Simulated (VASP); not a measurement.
Set up this calculation in VASP 6.6.1, as the native input.

```
Task                    : density of states
Functional              : revPBE
Potentials or basis     : VASP PAW PBE potentials, release 64 (Nb_sv)
Cutoff                  : 400 eV
k mesh                  : 4 × 4 × 4
Occupations             : methfessel-paxton, width 0.097 eV
Spin                    : no spin polarisation
Dipole correction       : no
k mesh for the DOS      : 6 × 6 × 6
Occupations for the DOS : tetrahedron
Further INCAR settings  : ALGO = Normal; EDIFF = 1e-06; NBANDS = 12
```

Crystal: Nb.

```
CELL_PARAMETERS angstrom
-1.65882 1.65882 1.65882
1.65882 -1.65882 1.65882
1.65882 1.65882 -1.65882
ATOMIC_POSITIONS crystal
Nb 0.99900 0.00680 0.00114
```

These files were run (other wordings do the same):

POSCAR

```
Nb
1.0
   -1.6588161896      1.6588161896      1.6588161896
    1.6588161896     -1.6588161896      1.6588161896
    1.6588161896      1.6588161896     -1.6588161896
Nb
1
Direct
   -0.0009963325      0.0067985404      0.0011398963
```

INCAR.step1

```
SYSTEM = Nb
PREC = Accurate
ENCUT = 400
EDIFF = 1E-6
ISMEAR = 1
SIGMA = 0.097
LREAL = .False.
LASPH = .True.
NELM = 120
ALGO = Normal
ISIF = 2
LWAVE = .False.
LCHARG = .True.
LMAXMIX = 4
GGA = RE
NBANDS = 12
GGA_COMPAT = .False.
NEDOS = 2001
LORBIT = 11
```

KPOINTS.step1

```
Automatic mesh
0
Gamma
  4 4 4
  0 0 0
```

INCAR.step2

```
SYSTEM = Nb
PREC = Accurate
ENCUT = 400
EDIFF = 1E-6
ISMEAR = -5
SIGMA = 0.097
LREAL = .False.
LASPH = .True.
NELM = 120
ALGO = Normal
ISIF = 2
LWAVE = .False.
LCHARG = .False.
LMAXMIX = 4
GGA = RE
LORBIT = 11
NBANDS = 12
NEDOS = 1001
ICHARG = 11
GGA_COMPAT = .False.
```

KPOINTS.step2

```
Automatic mesh
0
Gamma
  6 6 6
  0 0 0
```

Potentials or basis: VASP PAW PBE potentials, release 64 (Nb_sv).

Launch:

```sh
$ cat potpaw_PBE.64/Nb_sv/POTCAR > POTCAR
$ cp INCAR.step1 INCAR
$ cp KPOINTS.step1 KPOINTS
$ mpirun -np 1 vasp_std > vasp.out
$ cp INCAR.step2 INCAR
$ cp KPOINTS.step2 KPOINTS
$ mpirun -np 1 vasp_std > vasp.out
```

It gave:

| Quantity | Value |
| --- | --- |
| Valence electrons inside the program's atomic spheres | Nb 10.75 |

Caveat: the k points lie up to 0.67 Å⁻¹ apart.

It used 4.6 s of CPU time on 1 thread of AMD EPYC 7R13 Processor (Zen 3), on a shared host.
